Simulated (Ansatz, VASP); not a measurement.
## Two plane-wave programs on ZnS

```xyz
4
Lattice="3.6913 0.0000 0.0000 -1.8456 3.1967 0.0000 0.0000 0.0000 6.3602" Properties=species:S:1:pos:R:3 pbc="T T T"
Zn    0.0000    2.1312    0.0326
Zn    1.8456    1.0656    3.2127
S     0.0000    2.1312    2.3525
S     1.8456    1.0656    5.5326
```

Change from the starting cell: epitaxial_xy strain -3.0%.

Alike in both runs: task single point; functional PBE; k mesh 12 × 12 × 4; occupations fermi-dirac, width 0.02 eV; no spin polarisation.

|  | VASP | Ansatz |
| --- | --- | --- |
| version | VASP 6.6.1 | Ansatz 0.2.0 |
| potentials or method | VASP PAW PBE potentials, release 64 (Zn, S) | plane waves, PAW |
| plane-wave cutoff (eV) | 520 | 420 |
| valence electrons in the cell | 36 | 36 |

```tsv
	VASP	Ansatz	Ansatz less VASP
gap on the k mesh at the Fermi level (eV)	2.19	2.19	-0.007
pressure (GPa)	6.0	5.8	-0.20
traceless stress, the component that is largest in VASP (GPa)	-3.30	-3.30	-0.002
rms of the force components (eV/Å)	0.010	0.008	-0.0015
```

Atom by atom the forces differ by 0.001 eV/Å (rms over components).
